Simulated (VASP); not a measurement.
# Ir (I4/mmm) in VASP: a series of runs

Ir is run at these levels: r2SCAN; tasks: single point.

All numbers are computed with VASP 6.6.1; they aren't measurements. Logs are shortened: lines on timing, memory, paths and dates and some standing lists are left out, and cuts for length are marked.

### 1 The cell of the first run

The structure is tetragonal, space group I4/mmm (No. 139). Conventional cell: a = 2.715 Å, b = 2.715 Å, c = 3.647 Å, α = 90.00°, β = 90.00°, γ = 90.00°. Ir (site symmetry 4/mmm) has 12 Ir at 2.65 to 2.71 Å within 3.5 Å.

### 2 Single point, r2SCAN (strain +0.000 along x and y, -0.050 along z)

Input file POSCAR:

```
Ir
1.0
    0.0000000000      1.9197000000      1.8237150000
    1.9197000000      0.0000000000      1.8237150000
    1.9197000000      1.9197000000      0.0000000000
Ir
1
Direct
    0.0000000000      0.0000000000      0.0000000000
```

Input file INCAR.step1:

```
PREC     = Accurate       # precision mode
ENCUT    = 520            # plane-wave cutoff, eV
ISMEAR   = 0              # smearing method
SIGMA    = 0.15           # smearing width, eV
LREAL    = F              # projectors in reciprocal space
LASPH    = T              # aspherical terms in the spheres
NELM     = 80             # most SCF steps
NBANDS   = 10             # bands
GGA      = PE             # functional
ALGO     = Normal         # electronic algorithm
EDIFF    = 1E-4           # SCF threshold, eV
LWAVE    = T              # write WAVECAR
LCHARG   = F              # write CHGCAR
```

Input file INCAR.step2:

```
PREC     = Accurate       # precision mode
ENCUT    = 520            # plane-wave cutoff, eV
EDIFF    = 1E-6           # SCF threshold, eV
ISMEAR   = 0              # smearing method
SIGMA    = 0.15           # smearing width, eV
LREAL    = F              # projectors in reciprocal space
LASPH    = T              # aspherical terms in the spheres
NELM     = 80             # most SCF steps
ALGO     = Normal         # electronic algorithm
ISIF     = 2              # what is computed and relaxed
LWAVE    = F              # write WAVECAR
LCHARG   = T              # write CHGCAR
METAGGA  = R2SCAN         # meta-GGA
LMIXTAU  = T            
LELF     = T              # ELF
LVHAR    = T            
NBANDS   = 10             # bands
ISTART   = 1
```

Input file KPOINTS:

```
regular mesh
0
Gamma
  22 22 22
```

Potentials or basis: VASP PAW PBE potentials, release 64 (Ir).

Run with:

```
$ cat potpaw_PBE.64/Ir/POTCAR > POTCAR
$ cp INCAR.step1 INCAR
$ mpirun -np 1 vasp_std > vasp.out
$ cp INCAR.step2 INCAR
$ mpirun -np 1 vasp_std > vasp.out
```

OUTCAR:

```text
PREC = Accurate
   ENCUT = 520
   EDIFF = 1E-6
   ISMEAR = 0
   LREAL = F
   LASPH = T
   NELM = 80
   ISIF = 2
   METAGGA = R2SCAN
   ISTART = 1

 ion  position               nearest neighbor table
   1  0.000  0.000  0.000-

  LATTYP: Found a body centered tetragonal cell.
 ALAT       =     2.7148657757
 C/A-ratio  =     1.3435028843

  Lattice vectors:

 A1 = (   0.0000000000,  -1.9197000000,  -1.8237150000)
 A2 = (   0.0000000000,   1.9197000000,  -1.8237150000)
 A3 = (   1.9197000000,   0.0000000000,   1.8237150000)

Analysis of symmetry for initial positions (statically):
=====================================================================
 Subroutine PRICEL returns:
 Original cell was already a primitive cell.

 Routine SETGRP: Setting up the symmetry group for a
 body centered tetragonal supercell.

 Subroutine GETGRP returns: Found 16 space group operations
 (whereof 16 operations were pure point group operations)
 out of a pool of 16 trial point group operations.

The static configuration has the point symmetry D_4h.

Analysis of symmetry for dynamics (positions and initial velocities):
=====================================================================
 Subroutine PRICEL returns:
 Original cell was already a primitive cell.

 Routine SETGRP: Setting up the symmetry group for a
 body centered tetragonal supercell.

 Subroutine GETGRP returns: Found 16 space group operations
 (whereof 16 operations were pure point group operations)
 out of a pool of 16 trial point group operations.

The dynamic configuration has the point symmetry D_4h.

 Subroutine INISYM returns: Found 16 space group operations
 (whereof 16 operations are pure point group operations),
 and found     1 'primitive' translations

----------------------------------------------------------------------------------------

                                     Primitive cell

  volume of cell :      13.4417

  direct lattice vectors                    reciprocal lattice vectors
     0.000000000  1.919700000  1.823715000    -0.260457363  0.260457363  0.274165645
     1.919700000  0.000000000  1.823715000     0.260457363 -0.260457363  0.274165645
     1.919700000  1.919700000  0.000000000     0.260457363  0.260457363 -0.274165645

  length of vectors
     2.647864138  2.647864138  2.714865776     0.459176303  0.459176303  0.459176303

  position of ions in fractional coordinates (direct lattice)
     0.000000000  0.000000000  0.000000000

  ion indices of the primitive-cell ions
   primitive index   ion index
                 1           1

----------------------------------------------------------------------------------------

 KPOINTS: regular mesh

Automatic generation of k-mesh.
 Grid dimensions read from file:
 generate k-points for:   22   22   22

 Generating k-lattice:

  Cartesian coordinates                     Fractional coordinates (reciprocal lattice)
    -0.011838971  0.011838971  0.012462075     0.045454545  0.000000000  0.000000000
     0.011838971 -0.011838971  0.012462075     0.000000000  0.045454545  0.000000000
     0.011838971  0.011838971 -0.012462075     0.000000000  0.000000000  0.045454545

  Length of vectors
     0.020871650  0.020871650  0.020871650

  Shift w.r.t. Gamma in fractional coordinates (k-lattice)
     0.000000000  0.000000000  0.000000000

 Subroutine IBZKPT returns following result:
 ===========================================

 Found    834 irreducible k-points:

 Following reciprocal coordinates:
            Coordinates               Weight
  0.000000  0.000000  0.000000      1.000000
  0.045455 -0.000000  0.000000      8.000000
  0.090909 -0.000000  0.000000      8.000000
  0.136364 -0.000000  0.000000      8.000000
  0.181818  0.000000  0.000000      8.000000
  0.227273 -0.000000  0.000000      8.000000
[... 16 lines left out ...]
  0.500000  0.045455  0.000000      8.000000
 -0.454545  0.045455  0.000000      8.000000
 [... further k-points ...]
   k-points           NKPTS =    834   k-points in BZ     NKDIM =    834   number of bands    NBANDS=     10
   number of dos      NEDOS =    301   number of ions     NIONS =      1
   total plane-waves  NPLWV =   8000
   dimension x,y,z NGX =    20 NGY =   20 NGZ =   20
   dimension x,y,z NGXF=    40 NGYF=   40 NGZF=   40
   ions per type =               1
   NGX,Y,Z   is equivalent  to a cutoff of  12.56, 12.56, 12.25 a.u.
   NGXF,Y,Z  is equivalent  to a cutoff of  25.11, 25.11, 24.49 a.u.
 SYSTEM =  unknown system
   PREC   = accura    normal or accurate (medium, high low for compatibility)
   ISTART =      1    job   : 0-new  1-cont  2-samecut
   ICHARG =      0    charge: 1-file 2-atom 10-const
   ISPIN  =      1    spin polarized calculation?
   LNONCOLLINEAR =      F non collinear calculations
   LSORBIT =      F    spin-orbit coupling
   LASPH  =      T    aspherical Exc in radial PAW
   ENCUT  =  520.0 eV  38.22 Ry    6.18 a.u.   4.92  4.92  5.05*2*pi/ulx,y,z
   NELM   =     80;   NELMIN=  2; NELMDL=  0     # of ELM steps
   EDIFF  = 0.1E-05   stopping-criterion for ELM
   LREAL  =      F    real-space projection
   EDIFFG = 0.1E-04   stopping-criterion for IOM
   NSW    =      0    number of steps for IOM
   IBRION =     -1    ionic relax: 0-MD 1-quasi-New 2-CG
   NFREE  =      0    steps in history (QN), initial steepest desc. (CG)
   ISIF   =      2    stress and relaxation
   ISYM   =      2    0-nonsym 1-usesym 2-fastsym
   POTIM  = 0.5000    time-step for ionic-motion
   TEBEG  =    0.0;   TEEND  =   0.0 temperature during run
   PSTRESS=    0.0 pullay stress
   NELECT =       9.0000    total number of electrons
   NUPDOWN=      -1.0000    fix difference up-down
   EMIN   =  10.00;   EMAX   =-10.00  energy-range for DOS
   EFERMI =   0.00;   METHOD = LEGACY
   ISMEAR =     0;   SIGMA  =   0.15  broadening in eV -4-tet -1-fermi 0-gaus
   EFERMI_NEDOS =   21; number of points for ismear=-14 and -15
   IALGO  =     38    algorithm
   IMIX   =      4    mixing-type and parameters
     AMIX     =   0.40;   BMIX     =  1.00
     AMIX_MAG =   1.60;   BMIX_MAG =  1.00
  volume/ion in A,a.u.               =      13.44        90.71
  Fermi-wavevector in a.u.,A,eV,Ry     =   1.432203  2.706470 27.908326  2.051204
  Thomas-Fermi vector in A             =   2.551856
   LORBIT       =      0    0 simple, 1 ext, 2 COOP (PROOUT), +10 PAW based schemes
   METAGGA = R2SCAN    functional components
   LHFCALC =     F    Hartree Fock is set to
   AEXX    =    0.0000 exact exchange contribution
   IVDW    =     0    specifies the selected vdW correction
   LEPSILON=     F    determine dielectric tensor
   LRPA    =     F    only Hartree local field effects (RPA)
 non-spin polarized calculation
 Gauss-broadening in eV      SIGMA  =   0.15
  energy-cutoff  :      520.00
  volume of cell :       13.44
 maximum number of plane-waves:       378
   NGX =  9   NGY =  9   NGZ =  9

 number of electron       9.0000000 magnetization

 Free energy of the ion-electron system (eV)
  ---------------------------------------------------
  ext. energy  EPLUGINS =         0.00000000
  ---------------------------------------------------
  free energy    TOTEN  =       -52.26778239 eV

  energy without entropy =      -52.25702265  energy(sigma->0) =      -52.26240252

 E-fermi :  11.0618     XC(G=0): -15.6831

 val. band max:       11.0593648196   @ k =   0.4545   0.3636   0.0909
 cond. band min:      11.0640879448   @ k =   0.4091   0.3636   0.0455
 fundamental gap:      0.0047231252
 Fermi energy:        11.0618065695

 k-point     1 :       0.0000    0.0000    0.0000
  band No.  band energies     occupation
      1      -1.0128      2.00000
      2       6.5491      2.00000
      3       6.5491      2.00000
      4       7.2644      2.00000
      5       9.2204      2.00000
      6      10.1635      2.00000
      7      26.1238      0.00000
      8      31.6547      0.00000
      9      31.6547      0.00000
     10      33.5544      0.00000

 k-point     2 :       0.0455   -0.0000    0.0000
  band No.  band energies     occupation
      1      -0.9107      2.00000
      2       6.5313      2.00000
      3       6.5941      2.00000
      4       7.2689      2.00000
      5       9.1987      2.00000
      6      10.1247      2.00000
      7      26.3036      0.00000
      8      31.3865      0.00000
      9      31.8204      0.00000
     10      33.4272      0.00000

 k-point     3 :       0.0909   -0.0000    0.0000
  band No.  band energies     occupation
      1      -0.6117      2.00000
      2       6.4539      2.00000
      3       6.7144      2.00000
      4       7.3146      2.00000
      5       9.1527      2.00000
      6      10.0237      2.00000
      7      26.8122      0.00000
      8      30.4856      0.00000
      9      32.3079      0.00000
     10      33.6299      0.00000

 k-point     4 :       0.1364   -0.0000    0.0000
  band No.  band energies     occupation
      1      -0.1403      2.00000
      2       6.3081      2.00000
      3       6.8619      2.00000
      4       7.4283      2.00000
      5       9.1418      2.00000
      6       9.9066      2.00000
      7      27.5406      0.00000
      8      29.2727      0.00000
      9      33.0895      0.00000
     10      34.3208      0.00000
[... 222 lines left out ...]
 k-point    22 :       0.4545    0.0455    0.0000
  band No.  band energies     occupation
      1       2.2049      2.00000
      2       6.3490      2.00000
      3       6.9687      2.00000
      4       9.2153      2.00000
      5      12.0775      0.00000
      6      12.2530      0.00000
      7      20.0864      0.00000
      8      26.0943      0.00000
      9      32.0388      0.00000
     10      33.3757      0.00000

 k-point    23 :       0.5000    0.0455    0.0000
  band No.  band energies     occupation
      1       2.1906      2.00000
      2       6.2912      2.00000
      3       6.9092      2.00000
      4       9.7426      2.00000
      5      12.3500      0.00000
      6      12.4178      0.00000
      7      19.3522      0.00000
      8      25.8743      0.00000
      9      31.8409      0.00000
     10      32.7908      0.00000

 k-point    24 :      -0.4545    0.0455    0.0000
  band No.  band energies     occupation
      1       2.1952      2.00000
      2       6.2948      2.00000
      3       6.9151      2.00000
      4       9.6866      2.00000
      5      12.1748      0.00000
      6      12.3879      0.00000
      7      19.5590      0.00000
      8      25.9180      0.00000
      9      32.1868      0.00000
     10      32.6604      0.00000

 [... further k-points ...]

------------------------ aborting loop because EDIFF is reached ----------------------------------------

  FORCE on cell =-STRESS in cart. coord.  units (eV):
  Direction    XX          YY          ZZ          XY          YZ          ZX
  --------------------------------------------------------------------------------------
  -------------------------------------------------------------------------------------
  Total        1.7415950      1.7415950      3.5705068      0.0000000      0.0000000      0.0000000
  in kB      207.5888625    207.5888625    425.5854244      0.0000000      0.0000000      0.0000000
  external PRESSURE =     280.2543831 kB  Pullay stress =       0.0000000 kB

 VOLUME and BASIS-vectors are now :
 -----------------------------------------------------------------------------
  energy-cutoff  :      520.00
  volume of cell :       13.44
      direct lattice vectors                 reciprocal lattice vectors
     0.000000000  1.919700000  1.823715000    -0.260457363  0.260457363  0.274165645
     1.919700000  0.000000000  1.823715000     0.260457363 -0.260457363  0.274165645
     1.919700000  1.919700000  0.000000000     0.260457363  0.260457363 -0.274165645

 POSITION                                       TOTAL-FORCE (eV/Angst)
 -----------------------------------------------------------------------------------
      0.00000      0.00000      0.00000         0.000000     -0.000000      0.000000
 -----------------------------------------------------------------------------------
    total drift:                                0.000000      0.000000      0.000000

  FREE ENERGIE OF THE ION-ELECTRON SYSTEM (eV)
  ---------------------------------------------------
  free  energy   TOTEN  =       -52.2677823865 eV

  energy  without entropy=      -52.2570226510  energy(sigma->0) =      -52.26240252
```

Wall time 4.1 min (1 thread of Intel Xeon Platinum 8488C (Sapphire Rapids), shared host); peak memory 0.23 GiB.

Results:

| Quantity | Value |
| --- | --- |
| Free energy | -52.2678 eV |
| Pressure | 28.0 GPa |
| Band gap on the k mesh | zero (an odd number of electrons rules out a gap without spin polarisation) |

Caveat: the cell differs from its parent crystal (strain +0.000 along x and y, -0.050 along z); the cell stands under pressure; the PAW data sets were made with another functional, which shifts forces and pressure a little; spin-orbit coupling is left out, which moves the levels of the heavy elements.

### 3 Single point, r2SCAN (strain +0.025 along x and y, -0.050 along z)

Input file POSCAR:

```
Ir
1.0
    0.0000000000      1.9676925000      1.8237150000
    1.9676925000      0.0000000000      1.8237150000
    1.9676925000      1.9676925000      0.0000000000
Ir
1
Direct
    0.0000000000      0.0000000000      0.0000000000
```

Input file INCAR.step1:

```
  PREC = Accurate
  ENCUT = 520
  ISMEAR = 0
  SIGMA = 0.15
  LREAL = False
  LASPH = True
  NELM = 60
  NBANDS = 10
  GGA = PE
  ALGO = Normal
  EDIFF = 1E-4
  LWAVE = True
  LCHARG = False
```

Input file INCAR.step2:

```
  PREC = Accurate
  ENCUT = 520
  EDIFF = 1E-6
  ISMEAR = 0
  SIGMA = 0.15
  LREAL = False
  LASPH = True
  NELM = 60
  ALGO = Normal
  ISIF = 2
  LWAVE = False
  LCHARG = False
  METAGGA = R2SCAN
  LMIXTAU = True
  NBANDS = 10
  ISTART = 1
```

KPOINTS is that of step 2.

Potentials or basis: VASP PAW PBE potentials, release 64 (Ir).

Run with:

```
$ cat potpaw_PBE.64/Ir/POTCAR > POTCAR
$ cp INCAR.step1 INCAR
$ mpirun -np 1 vasp_std > vasp.out
$ cp INCAR.step2 INCAR
$ mpirun -np 1 vasp_std > vasp.out
```

Wall time 3.5 min (1 thread of Intel Xeon Platinum 8488C (Sapphire Rapids), shared host); peak memory 0.25 GiB.

It converged, with:

* Free energy: -52.3028 eV
* Pressure: 6.1 GPa
* Band gap on the k mesh: zero (an odd number of electrons rules out a gap without spin polarisation)

Stress tensor (GPa, compression positive):
```
-3.04  0.00  0.00
 0.00 -3.04  0.00
 0.00  0.00 24.52
```

Levels at points of the mesh, in eV from the Fermi level:
| k point | band 2 | band 3 | band 4 | band 5 | band 6 | band 7 |
| --- | --- | --- | --- | --- | --- | --- |
| (0.00, 0.00, 0.00) | -4.25 | -4.25 | -3.28 | -1.93 | -0.67 | 15.25 |
| (0.50, 0.00, 0.00) | -4.66 | -3.54 | -0.65 | 0.66 | 1.29 | 7.78 |
| (0.50, 0.50, 0.00) | -7.68 | 0.85 | 1.66 | 1.66 | 3.02 | 11.43 |
| (0.50, 0.00, 0.50) | -7.51 | 0.81 | 1.10 | 1.28 | 2.02 | 10.46 |

Caveat: the cell differs from its parent crystal (strain +0.025 along x and y, -0.050 along z); the cell stands under pressure; the PAW data sets were made with another functional, which shifts forces and pressure a little; spin-orbit coupling is left out, which moves the levels of the heavy elements.

[end of part 1 of 2]
